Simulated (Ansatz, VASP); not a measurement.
## Se in VASP and in Ansatz

File INCAR:

```
SYSTEM = Se
PREC = Accurate
ENCUT = 520
EDIFF = 1E-7
ISMEAR = -1
SIGMA = 0.1
LREAL = .FALSE.
LASPH = .TRUE.
NELM = 60
ALGO = Normal
ISIF = 2
LWAVE = .FALSE.
LCHARG = .TRUE.
GGA = RE
LELF = .TRUE.
LVHAR = .TRUE.
NBANDS = 9
```

File KPOINTS:

```
regular mesh
0
G
  12 12 12
  0 0 0
```

File POSCAR:

```
Se
1.0
    2.8858778619      0.0000000000      0.0000000000
    0.0000000000      2.8858778619      0.0000000000
    0.0000000000      0.0000000000      2.8858778619
Se
1
Direct
    0.0000000000      0.0000000000      0.0000000000
```

Input for Ansatz:

```yaml
crystal:
  lattice:
    - [2.8858778619, 0.0, 0.0]
    - [0.0, 2.8858778619, 0.0]
    - [0.0, 0.0, 2.8858778619]
  atoms:
    - { symbol: Se, position: [0.0, 0.0, 0.0] }
hamiltonian:
  xc: revpbe
  pseudopotentials:
    kind: paw
    azcp:
      Se: "pseudopotentials/Se.paw.azcp"
basis:
  ecutwfc: 420
  fft_grid_basis: typed
kpoints:
  mp_grid: { grid: [12, 12, 12], shift: [0, 0, 0] }
magnetization:
  spin_polarized: false
scf:
  occupations: { method: fermi_dirac, width: 0.1 }
  lower_state_search: "off"
output:
  stress: true
  write_density: true
  write_potential: true
  elf: true
  volumetric_format: npy
```

Alike in both runs: task single point; functional revPBE; k mesh 12 × 12 × 12; occupations fermi-dirac, width 0.1 eV; no spin polarisation.

```csv
,VASP,Ansatz
version,VASP 6.6.1,Ansatz 0.2.0
potentials or method,"VASP PAW PBE potentials, release 64 (Se), cutoff 520 eV","plane waves (420 eV) with PAW, scalar-relativistic"
valence electrons in the cell,6,16
```

```csv
,VASP,Ansatz,Ansatz less VASP
pressure (GPa),-2.3,-2.3,+0.01
```

VASP's potentials were made for PBE, not for revPBE. VASP's potentials hold 6 valence electrons a cell and Ansatz's 16, so a difference there can come from the potentials and not from the codes.
